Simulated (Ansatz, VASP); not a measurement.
## BP: VASP beside Ansatz

Contents of INCAR:

```
ALGO = Normal ; EDIFF = 1E-6
ENCUT = 520 ; GGA = PE
ISIF = 2 ; ISMEAR = -1
LASPH = True ; LCHARG = True
LELF = True ; LREAL = False
LVHAR = True ; LWAVE = False
NBANDS = 11 ; NELM = 80
PREC = Accurate ; SIGMA = 0.02
```

Contents of KPOINTS:

```
k-points
0
Gamma
  10 10 10
```

POSCAR

```
BP
1.0
    0.0000000000      2.2456325213      2.2456325213
    2.2456325213      0.0000000000      2.2456325213
    2.2456325213      2.2456325213      0.0000000000
B P
1 1
Direct
    0.0000000000      0.0000000000      0.0000000000
    0.2500000000      0.2500000000      0.2500000000
```

Input for Ansatz:

```yaml
crystal:
  lattice:
    - [0.0, 2.2456325213, 2.2456325213]
    - [2.2456325213, 0.0, 2.2456325213]
    - [2.2456325213, 2.2456325213, 0.0]
  atoms:
    - { symbol: B, position: [0.0, 0.0, 0.0] }
    - { symbol: P, position: [0.25, 0.25, 0.25] }
kpoints:
  mp_grid: { grid: [10, 10, 10] }
  band_path:
    path:
      - [0.0, 0.0, 0.0]
      - [-0.5, -0.5, 0.0]
      - [-0.375, -0.375, 0.25]
      - [-0.375, 0.0, 0.375]
      - [0.0, 0.0, 0.5]
      - [-0.5, -0.25, 0.25]
      - [0.0, 0.416667, 0.416667]
    npoints: 1
hamiltonian:
  xc: pbe
scf:
  occupations: { method: fermi_dirac, width: 0.02 }
  n_extra_bands: 4
output:
  forces: true
  stress: true
  eigenvalues: true
```

Change from the starting cell: hydrostatic strain -1.0%.

Alike in both runs: task single point; functional PBE; k mesh 10 × 10 × 10; occupations fermi-dirac, width 0.02 eV; no spin polarisation.

|  | VASP | Ansatz |
| --- | --- | --- |
| version | VASP 6.6.1 | Ansatz 0.2.0 |
| potentials or method | VASP PAW PBE potentials, release 64 (B, P) | plane waves, PAW |
| plane-wave cutoff (eV) | 520 | 420 |
| valence electrons in the cell | 8 | 8 |

```csv
,VASP,Ansatz,Ansatz less VASP
gap on the k mesh at the Fermi level (eV),1.20,1.20,+0.004
pressure (GPa),6.3,6.6,+0.27
```

With one functional, cell and mesh, what is left measures potentials, basis and numerics.
